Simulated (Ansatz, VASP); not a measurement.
Two plane-wave programs on ZnS

INCAR

```
SYSTEM = ZnS
ALGO = Normal
EDIFF = 1E-6
ENCUT = 520
GGA = PE
ISIF = 2
ISMEAR = 0
LASPH = .True.
LCHARG = .True.
LELF = .True.
LREAL = .False.
LVHAR = .True.
LWAVE = .False.
NBANDS = 16
NELM = 80
PREC = Accurate
SIGMA = 0.05
```

File KPOINTS:

```
k-points
0
Gamma
  10 10 10
  0 0 0
```

Contents of POSCAR:

```
ZnS
1.0
    0.0000000000      2.7046500000      2.7046500000
    2.8398825000      0.0000000000      2.7046500000
    2.8398825000      2.7046500000      0.0000000000
Zn S
1 1
Direct
    0.0000000000      0.0000000000      0.0000000000
    0.7500000000      0.7500000000      0.7500000000
```

Input for Ansatz:

```yaml
crystal:
  lattice:
    - [0.0, 2.70465, 2.70465]
    - [2.8398825, 0.0, 2.70465]
    - [2.8398825, 2.70465, 0.0]
  atoms:
    - { symbol: Zn, position: [0.0, 0.0, 0.0] }
    - { symbol: S, position: [0.75, 0.75, 0.75] }
basis:
  ecutwfc: 420
kpoints:
  mp_grid: { grid: [10, 10, 10] }
hamiltonian:
  xc: pbe
scf:
  occupations: { method: gaussian, width: 0.05 }
output:
  forces: true
  stress: true
  eigenvalues: true
```

Change from the starting cell: strain +0.0500 x Voigt [1, 0, 0, 0, 0, 0], atoms carried along.

Alike in both runs: task single point; functional PBE; k mesh 10 × 10 × 10; occupations gaussian, width 0.05 eV; no spin polarisation.

```csv
,VASP,Ansatz
version,VASP 6.6.1,Ansatz 0.2.0
potentials or method,"VASP PAW PBE potentials, release 64 (Zn, S), cutoff 520 eV","scalar-relativistic, plane waves, PAW"
valence electrons in the cell,18,18
```

VASP gave:

- gap on the k mesh at the Fermi level (eV): 1.82
- least direct gap on the mesh (eV): 1.82
- pressure (GPa): -1.9
- traceless stress, the component that is largest in VASP (GPa): -1.47

Task: What did Ansatz give for the same quantities?

Result: gap on the k mesh at the Fermi level (eV): 1.82; least direct gap on the mesh (eV): 1.82; pressure (GPa): -2.0; traceless stress, the component that is largest in VASP (GPa): -1.48.

The functional is the same, so the differences come from potentials, cutoffs and numerics.
